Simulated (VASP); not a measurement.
Write the native input for VASP 6.6.1 that does the following.

```yaml
Task: relaxation of cell and atoms
Functional: PBEsol-based global hybrid with 25 % exact exchange
Potentials_or_basis: VASP PAW PBE potentials, release 64 (N, B)
Cutoff: 600 eV
k_mesh: 6 × 6 × 6
Occupations: fermi-dirac, width 0.05 eV
Spin: no spin polarisation
Dipole_correction: no
Grid_for_exact_exchange_PRECFOCK: Normal
Share_of_exact_exchange: 0.25
Further_INCAR_settings: ALGO = Normal; EDIFF = 1e-07; IBRION = 2; EDIFFG = -0.01; NSW = 60; ISIF = 3
```

The system is BN.

```
CELL_PARAMETERS angstrom
1.25112 0.72234 3.37293
-1.25112 0.72234 3.37293
0.00000 -1.44467 3.37293
ATOMIC_POSITIONS crystal
N 0.66724 0.66724 0.66724
B 0.00033 0.00033 0.00033
```

The input as run:

POSCAR

```
BN
1.0
    1.2511217832      0.7223354983      3.3729344033
   -1.2511217832      0.7223354983      3.3729344033
    0.0000000000     -1.4446709966      3.3729344033
N B
1 1
Direct
    0.6672382000      0.6672382000      0.6672382000
    0.0003288000      0.0003288000      0.0003288000
```

INCAR.step1

```
SYSTEM = BN
PREC     = Accurate       ! precision mode
ENCUT    = 600            ! plane-wave cutoff, eV
EDIFF    = 1E-5           ! SCF threshold, eV
ISMEAR   = -1             ! smearing method
SIGMA    = 0.05           ! smearing width, eV
LREAL    = .False.        ! projectors in reciprocal space
LASPH    = .True.         ! aspherical terms in the spheres
NELM     = 120            ! most SCF steps
ALGO     = Normal         ! electronic algorithm
LWAVE    = .True.         ! write WAVECAR
LCHARG   = .False.        ! write CHGCAR
GGA      = PE             ! functional
NBANDS   = 11             ! bands
GGA_COMPAT= .False.      
IBRION   = 2              ! ionic algorithm
ISIF     = 3              ! what is computed and relaxed
EDIFFG   = -0.005         ! ionic threshold
NELMIN   = 4            
NSW      = 100            ! ionic steps
```

INCAR.step2

```
SYSTEM = BN
PREC     = Accurate       ! precision mode
ENCUT    = 600            ! plane-wave cutoff, eV
EDIFF    = 1E-7           ! SCF threshold, eV
ISMEAR   = -1             ! smearing method
SIGMA    = 0.05           ! smearing width, eV
LREAL    = .False.        ! projectors in reciprocal space
LASPH    = .True.         ! aspherical terms in the spheres
NELM     = 120            ! most SCF steps
ALGO     = Normal         ! electronic algorithm
ISIF     = 3              ! what is computed and relaxed
LWAVE    = .False.        ! write WAVECAR
LCHARG   = .False.        ! write CHGCAR
GGA      = PS             ! functional
LHFCALC  = .True.         ! exact exchange
AEXX     = 0.25           ! exact-exchange fraction
PRECFOCK = Normal       
IBRION   = 2              ! ionic algorithm
NSW      = 60             ! ionic steps
EDIFFG   = -0.01          ! ionic threshold
ISTART   = 1            
GGA_COMPAT= .False.      
NELMIN   = 4
```

KPOINTS

```
regular mesh
0
Gamma
  6 6 6
  0 0 0
```

Potentials or basis: VASP PAW PBE potentials, release 64 (N, B).

Launch:

```bash
$ cat potpaw_PBE.64/N/POTCAR potpaw_PBE.64/B/POTCAR > POTCAR
$ cp INCAR.step1 INCAR
$ mpirun -np 1 vasp_std > vasp.out
$ cp INCAR.step2 INCAR
$ mpirun -np 1 vasp_std > vasp.out
```

Results of the run:

- Relaxed volume: 9.06 Å³/atom
- Relaxed cell: a = 3.667 Å, b = 3.667 Å, c = 3.667 Å, α = 39.71°, β = 39.71°, γ = 39.71°
- Space group after relaxing (to 0.1 Å): R3m (No. 160)
- Energy gained by relaxing: 1.3 meV/atom
- Ionic steps: 3
- Pressure after relaxing: 0.0 GPa
- Largest force after relaxing: 0.004 eV/Å
- Band gap on the k mesh: 6.25 eV (least direct gap 6.84 eV)

Caveat: the k points lie up to 0.50 Å⁻¹ apart in the final cell; the PAW data sets were made with another functional, which shifts forces and pressure a little.

Wall time 59 min on 1 thread of Intel(R) Xeon(R) Platinum 8259CL CPU @ 2.50GHz (Skylake/Cascade Lake), on a shared host, peak memory 0.17 GiB.
